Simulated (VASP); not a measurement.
Crystal: Ru.

```
Ru
1.0
     2.67753    0.00000    0.00000
    -1.33877    2.31881    0.00000
     0.00000    0.00000    4.21813
Ru
2
Direct
  0.33333 0.66667 0.25000
  0.66667 0.33333 0.75000
```

Base run:

* Program: VASP 6.6.1
* Functional: LDA
* Potentials or basis: VASP PAW LDA potentials, release 64 (Ru_pv)
* Cutoff: 520 eV
* k mesh: 13 × 13 × 8
* Occupations: fermi-dirac, width 0.3 eV
* Spin: no spin polarisation

Its results: band gap on the k mesh zero (bands 14 and 15 overlap by 3.29 eV); pressure 3.3 GPa.

Task: After a change of settings the same cell gave: band gap on the k mesh zero (bands 14 and 15 overlap by 3.30 eV); pressure 5.2 GPa. Which change was it?
A. occupations from fermi-dirac, width 0.3 eV to gaussian, width 1 eV
B. k mesh from 13 × 13 × 8 to 22 × 22 × 12; occupations from fermi-dirac, width 0.3 eV to fermi-dirac, width 0.1 eV
C. occupations from fermi-dirac, width 0.3 eV to gaussian, width 0.01 eV; further incar settings from ALGO = Normal; EDIFF = 1e-06; NBANDS = 21 to ALGO = Normal; EDIFF = 1e-07; NBANDS = 21
D. k mesh from 13 × 13 × 8 to 19 × 19 × 11; occupations from fermi-dirac, width 0.3 eV to fermi-dirac, width 0.1 eV

Result: A.

Caveats: the cell stands under pressure; so wide a smearing shifts energies and pressures.
